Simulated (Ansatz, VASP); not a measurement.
One calculation of Te2Mo, two programs

```
Te Mo
1.0
    -1.77853   -3.08051    0.00000
     1.77853   -3.08051    0.00000
     0.00000    0.00000   15.20472
Te Mo
4 2
Direct
  0.66667 0.66667 0.63109
  0.33333 0.33333 0.13109
  0.66667 0.66667 0.86891
  0.33333 0.33333 0.36891
  0.66667 0.66667 0.25000
  0.33333 0.33333 0.75000
```

Alike in both runs: task single point; functional PBE; k mesh 9 × 9 × 2; occupations gaussian, width 0.05 eV; no spin polarisation.

|  | VASP | Ansatz |
| --- | --- | --- |
| version | VASP 6.6.1 | Ansatz 0.2.0 |
| potentials or method | VASP PAW PBE potentials, release 64 (Te, Mo_sv), cutoff 520 eV | scalar-relativistic, plane waves, PAW |
| valence electrons in the cell | 52 | 92 |

VASP gave:

| Item | Value |
| --- | --- |
| gap on the k mesh at the Fermi level (eV) | 1.03 |
| least direct gap on the mesh (eV) | 1.03 |
| pressure (GPa) | 0.0 |
| traceless stress, the component that is largest in VASP (GPa) | 0.09 |
| rms of the force components (eV/Å) | 0.005 |

Task: What did Ansatz give for the same quantities?

Result: gap on the k mesh at the Fermi level (eV): 1.03; least direct gap on the mesh (eV): 1.03; pressure (GPa): 0.0; traceless stress, the component that is largest in VASP (GPa): 0.03; rms of the force components (eV/Å): 0.000.

Atom by atom the forces differ by 0.006 eV/Å (rms over components). VASP's potentials hold 52 valence electrons a cell and Ansatz's 92, so a difference there can come from the potentials and not from the codes.

Spin-orbit coupling is off throughout.
